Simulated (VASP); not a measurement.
# AgBr (Fm-3m) in VASP: vibrations by perturbation theory with PBE

Aim: the vibrations by perturbation theory of AgBr with PBE.

All numbers are computed with VASP 6.6.1; they aren't measurements. Logs are shortened: lines on timing, memory, paths and dates and some standing lists are left out, and cuts for length are marked.

### 1 The cell of the first run

Symmetry: Fm-3m, No. 225, cubic system. Conventional cell: a = 5.842 Å, b = 5.842 Å, c = 5.842 Å, α = 90.00°, β = 90.00°, γ = 90.00°. Ag (site symmetry m-3m) has 6 Br at 2.92 Å within 3.8 Å. Br (site symmetry m-3m) has 6 Ag at 2.92 Å within 3.8 Å.

### 2 Vibrations by perturbation theory, PBE

Contents of INCAR:

```
SYSTEM = AgBr
PREC = Accurate
ENCUT = 500
EDIFF = 1E-8
ISMEAR = 0
SIGMA = 0.05
LREAL = .FALSE.
LASPH = .TRUE.
NELM = 120
ALGO = Normal
ISIF = 2
LWAVE = .FALSE.
LCHARG = .TRUE.
GGA = PE
NBANDS = 26
IBRION = 8
NSW = 1
GGA_COMPAT = .FALSE.
```

Contents of KPOINTS:

```
Automatic mesh
0
G
  8 8 6
  0 0 0
```

Contents of POSCAR:

```
AgBr
1.0
    0.0000000000     -2.9209755352     -2.9209755352
    0.0000000000      2.9209755352     -2.9209755352
    5.8419510704      0.0000000000      0.0000000000
Ag Br
2 2
Direct
    0.5000000000      0.5000000000      0.0000000000
    0.0000000000      0.0000000000      0.5000000000
    0.5000000000      0.5000000000      0.5000000000
    0.0000000000      0.0000000000      0.0000000000
```

Potentials or basis: VASP PAW PBE potentials, release 64 (Ag, Br).

Command:

```
cat potpaw_PBE.64/Ag/POTCAR potpaw_PBE.64/Br/POTCAR > POTCAR
mpirun -np 1 vasp_std > vasp.out
```

OUTCAR:

```text
SYSTEM = AgBr
   PREC = Accurate
   ENCUT = 500
   EDIFF = 1E-8
   ISMEAR = 0
   LREAL = .FALSE.
   LASPH = .TRUE.
   NELM = 120
   ISIF = 2
   GGA = PE
   IBRION = 8
   NSW = 1

 ion  position               nearest neighbor table
   1  0.500  0.500  0.000-   3 2.92   4 2.92   3 2.92   4 2.92   4 2.92   4 2.92
   2  0.000  0.000  0.500-   3 2.92   4 2.92   4 2.92   3 2.92   3 2.92   3 2.92
   3  0.500  0.500  0.500-   1 2.92   2 2.92   1 2.92   2 2.92   2 2.92   2 2.92
   4  0.000  0.000  0.000-   1 2.92   2 2.92   2 2.92   1 2.92   1 2.92   1 2.92

  LATTYP: Found a simple tetragonal cell.
 ALAT       =     4.1308832172
 C/A-ratio  =     1.4142135624

  Lattice vectors:

 A1 = (   0.0000000000,  -2.9209755352,  -2.9209755352)
 A2 = (   0.0000000000,   2.9209755352,  -2.9209755352)
 A3 = (   5.8419510704,   0.0000000000,   0.0000000000)

Analysis of symmetry for initial positions (statically):
=====================================================================
 Subroutine PRICEL returns following result:

  LATTYP: Found a face centered cubic cell.
 ALAT       =     5.8419510704

  Lattice vectors:

 A1 = (  -2.9209755352,   0.0000000000,   2.9209755352)
 A2 = (  -2.9209755352,  -2.9209755352,   0.0000000000)
 A3 = (   0.0000000000,  -2.9209755352,   2.9209755352)

   2 primitive cells build up your supercell.

 Routine SETGRP: Setting up the symmetry group for a
 simple tetragonal supercell.

 Subroutine GETGRP returns: Found 16 space group operations
 (whereof 16 operations were pure point group operations)
 out of a pool of 16 trial point group operations.

[... 905 lines left out ...]
    total drift:                               -0.000000      0.000000     -0.000000

  FREE ENERGIE OF THE ION-ELECTRON SYSTEM (eV)
  ---------------------------------------------------
  free  energy   TOTEN  =       -10.0007440489 eV

  energy  without entropy=      -10.0007440489  energy(sigma->0) =      -10.00074405

[... ionic steps 2 to 9 ...]

--------------------------------------- Ionic step       10  -------------------------------------------

------------------------ aborting loop because EDIFF is reached ----------------------------------------

--------------------------------------- Ionic step       11  -------------------------------------------

 Free energy of the ion-electron system (eV)
  ---------------------------------------------------
  ---------------------------------------------------
  free energy    TOTEN  =        -0.14092783 eV

  energy without entropy =       -0.14092783

------------------------ aborting loop because EDIFF is reached ----------------------------------------

 INTERNAL STRAIN TENSOR  FOR ION    3  DIRECTION 2   (eV/Angst):
 -----------------------------------------------------------------------------
     0.02198  0.00000  0.00000
     0.00000  0.02083  0.00000
     0.00000  0.00000  0.01003

 INTERNAL STRAIN TENSOR FOR ION    4 for displacements in x,y,z  (eV/Angst):
          X           Y           Z          XY          YZ          ZX
  --------------------------------------------------------------------------------
  x     0.00000     0.00000     0.00000     0.00000     0.00000     0.00000
  y     0.00000     0.00000     0.00000     0.00000     0.00000     0.00000
  z     0.00000     0.00000     0.00000     0.00000     0.00000     0.00000

 SECOND DERIVATIVES (NOT SYMMETRIZED)
 ------------------------------------
               1X          1Y          1Z          2X          2Y          2Z          3X          3Y          3Z          4X          4Y          4Z
  1X    -1.034646   -0.000000    0.000000    0.274687   -0.000000    0.000000    1.002364    0.000000    0.000000   -0.242406   -0.000000    0.000000
  1Y     0.000000   -0.891055    0.000000    0.000000    0.117590    0.000000    0.000000   -0.130774    0.000000    0.000000    0.904239    0.000000
  1Z     0.000000    0.000000   -0.891055    0.000000    0.000000    0.117590    0.000000    0.000000   -0.130774    0.000000    0.000000    0.904239
  2X     0.274687   -0.000000    0.000000   -1.034646   -0.000000    0.000000   -0.242406   -0.000000    0.000000    1.002364    0.000000    0.000000
  2Y     0.000000    0.117590    0.000000    0.000000   -0.891055    0.000000    0.000000    0.904239    0.000000    0.000000   -0.130774    0.000000
  2Z     0.000000    0.000000    0.117590    0.000000    0.000000   -0.891055    0.000000    0.000000    0.904239    0.000000    0.000000   -0.130774
  3X     1.020264   -0.000000   -0.000000   -0.250498   -0.000000   -0.000000   -2.141364   -0.000000   -0.000000    1.371599    0.000000    0.000000
  3Y     0.000000   -0.135001    0.000000    0.000000    0.913667    0.000000    0.000000   -1.394879    0.000000    0.000000    0.616213    0.000000
  3Z     0.000000    0.000000   -0.135001    0.000000    0.000000    0.913667    0.000000    0.000000   -1.394879    0.000000    0.000000    0.616213
  4X    -0.250498   -0.000000   -0.000000    1.020264   -0.000000   -0.000000    1.371599    0.000000    0.000000   -2.141364   -0.000000   -0.000000
  4Y     0.000000    0.913667    0.000000    0.000000   -0.135001    0.000000    0.000000    0.616213    0.000000    0.000000   -1.394879    0.000000
  4Z     0.000000    0.000000    0.913667    0.000000    0.000000   -0.135001    0.000000    0.000000    0.616213    0.000000    0.000000   -1.394879

 Eigenvectors and eigenvalues of the dynamical matrix
 ----------------------------------------------------

   1 f  =    3.458838 THz    21.732519 2PiTHz  115.374409 cm-1    14.304597 meV
             X         Y         Z           dx          dy          dz
      0.000000  0.000000 -2.920976    -0.244218   -0.000000   -0.000000
      2.920976  0.000000  0.000000     0.244218    0.000000   -0.000000
      2.920976  0.000000 -2.920976     0.663594   -0.000000    0.000000
      0.000000  0.000000  0.000000    -0.663594    0.000000   -0.000000
[... 71 lines left out ...]
  12 f/i=    0.006394 THz     0.040172 2PiTHz    0.213269 cm-1     0.026442 meV
             X         Y         Z           dx          dy          dz
      0.000000  0.000000 -2.920976     0.537398    0.000000   -0.000000
      2.920976  0.000000  0.000000     0.537398    0.000000   -0.000000
      2.920976  0.000000 -2.920976     0.459569    0.000000   -0.000000
      0.000000  0.000000  0.000000     0.459569    0.000000   -0.000000

--------------------------------------------------------------------------------------------------------

 ELASTIC MODULI CONTR FROM IONIC RELAXATION (kBar)
 Direction    XX          YY          ZZ          XY          YZ          ZX
 --------------------------------------------------------------------------------
 XX           0.0000      0.0000      0.0000      0.0000      0.0000      0.0000
 YY           0.0000      0.0000      0.0000      0.0000      0.0000      0.0000
 ZZ           0.0000      0.0000      0.0000      0.0000      0.0000      0.0000
 XY           0.0000      0.0000      0.0000      0.0000      0.0000      0.0000
 YZ           0.0000      0.0000      0.0000      0.0000      0.0000      0.0000
 ZX           0.0000      0.0000      0.0000      0.0000      0.0000      0.0000
 --------------------------------------------------------------------------------
```

OSZICAR:

```text
N       E                     dE             d eps       ncg     rms          rms(c)
DAV:   1     0.208893759716E+03    0.20889E+03   -0.16699E+04  3120   0.122E+03
DAV:   2     0.516783791682E-02   -0.20889E+03   -0.19943E+03  3626   0.258E+02
DAV:   3    -0.101596484344E+02   -0.10165E+02   -0.10089E+02  3604   0.554E+01
DAV:   4    -0.102439761425E+02   -0.84328E-01   -0.84238E-01  3412   0.568E+00
[... 69 lines left out ...]
RMM:   7    -0.140929496469E+00   -0.15133E-06   -0.60327E-08  6777   0.816E-04    0.163E-04
RMM:   8    -0.140929092224E+00    0.40425E-06   -0.53410E-09  7299   0.103E-04    0.151E-04
RMM:   9    -0.140927835559E+00    0.12567E-05   -0.22617E-09  7039   0.113E-04    0.482E-05
RMM:  10    -0.140927832221E+00    0.33381E-08   -0.17078E-08  7247   0.200E-05    0.243E-05
 Linear response finished
```

It took 16 min on 1 thread of Oxide Virtual Turin-like, shared host; peak memory 0.52 GiB.

Results:

```yaml
Highest_phonon_frequency_at_Γ_LO-TO_splitting_left_out: 115 cm⁻¹
```

Phonon frequencies in cm⁻¹ (negative: imaginary):
| q point | frequencies |
| --- | --- |
| (0.000, 0.000, 0.000) | 0 0 0 31 31 44 67 68 68 92 92 115 |
